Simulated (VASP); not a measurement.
A run of VASP 6.6.1 is set up as follows.

The input INCAR:

```
  PREC = Accurate
  ENCUT = 520
  EDIFF = 1E-6
  ISMEAR = 0
  SIGMA = 0.1
  LREAL = False
  LASPH = True
  NELM = 60
  ALGO = Normal
  ISIF = 2
  LWAVE = False
  LCHARG = False
  LDIPOL = True
  IDIPOL = 3
  DIPOL = 0.5 0.5 0.337
  GGA = PE
  NBANDS = 26
```

KPOINTS

```
Automatic mesh
0
Gamma
  9 9 1
```

POSCAR

```
Al4Cu2H
1.0
    4.0889418899      0.0000000000      0.0000000000
    2.0442840433      3.5412354524      0.0000000000
    0.0000000000      0.0000000000     20.3610078836
Al Cu H
4 2 1
Direct
    0.6667174561      0.6667174561      0.1964539291
    0.3334044385      0.3334044385      0.2784404877
    0.0000542489      0.0000542489      0.3605162434
    0.6667259434      0.6667259434      0.4351949537
    0.0000609473      0.0000609473      0.2374472084
    0.3333908767      0.3333908767      0.4027831442
    1.1111703879      1.1111703879      0.4474690933
```

Potentials or basis: VASP PAW PBE potentials, release 64 (Al, Cu, H).

Launch:

```bash
$ cat potpaw_PBE.64/Al/POTCAR potpaw_PBE.64/Cu/POTCAR potpaw_PBE.64/H/POTCAR > POTCAR
$ mpirun -np 1 vasp_std > vasp.out
```

Task: Estimate the band gap on the k mesh.

Result: Zero (an odd number of electrons rules out a gap without spin polarisation).

Task: What does it give for the largest force?

Result: 1.145 eV/Å.

Forces on the atoms (eV/Å):
```
Al   0.036  0.021  0.429
Al  -0.095 -0.055 -0.220
Al  -0.382 -0.221 -0.501
Al  -0.164 -0.095  0.142
Cu  -0.068 -0.039 -0.335
Cu  -0.318 -0.184  0.464
H    0.991  0.572  0.021
```
